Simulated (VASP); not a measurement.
HfSb2Au3: single point with PBE

The system is HfSb2Au3.

```
Hf Sb Au
1.0
     5.47809    0.00000    0.00000
    -2.73904    4.74416    0.00000
     0.00000    0.00000    5.24740
Hf Sb Au
1 2 3
Cartesian
  0.0000 0.0000 0.0000
  0.0000 3.1628 0.0000
  2.7390 1.5814 0.0000
  2.7390 0.0000 2.6237
  1.3695 2.3721 2.6237
  -1.3695 2.3721 2.6237
```

```json
{
 "Program": "VASP 6.6.1",
 "Task": "single point",
 "Functional": "PBE",
 "Potentials or basis": "VASP PAW PBE potentials, release 64 (Hf_pv, Sb, Au)",
 "Cutoff": "520 eV",
 "k mesh": "12 × 12 × 8",
 "Occupations": "gaussian, width 0.1 eV",
 "Spin": "no spin polarisation",
 "Dipole correction": "no",
 "Further INCAR settings": "ALGO = Normal; EDIFF = 1e-07; NBANDS = 36"
}
```

- Pressure: -0.3 GPa

Levels at points of the mesh, in eV from the Fermi level:
```
           k point  band 24  band 25  band 26  band 27  band 28  band 29
(0.00, 0.00, 0.00)    -1.32    -1.22    -1.22     1.17     1.17     1.19
(0.50, 0.00, 0.00)    -1.75    -1.54    -0.80    -0.01     0.52     0.75
(0.00, 0.00, 0.50)    -1.32    -0.39    -0.39     0.32     0.36     0.36
(0.50, 0.00, 0.50)    -2.48    -0.43     0.09     0.09     1.01     1.46
```

It took 4.1 min on 1 thread of Intel(R) Xeon(R) 6975P-C (Granite Rapids), on a shared host, peak memory 0.55 GiB.

Caveat: spin-orbit coupling is left out, which moves the levels of the heavy elements.
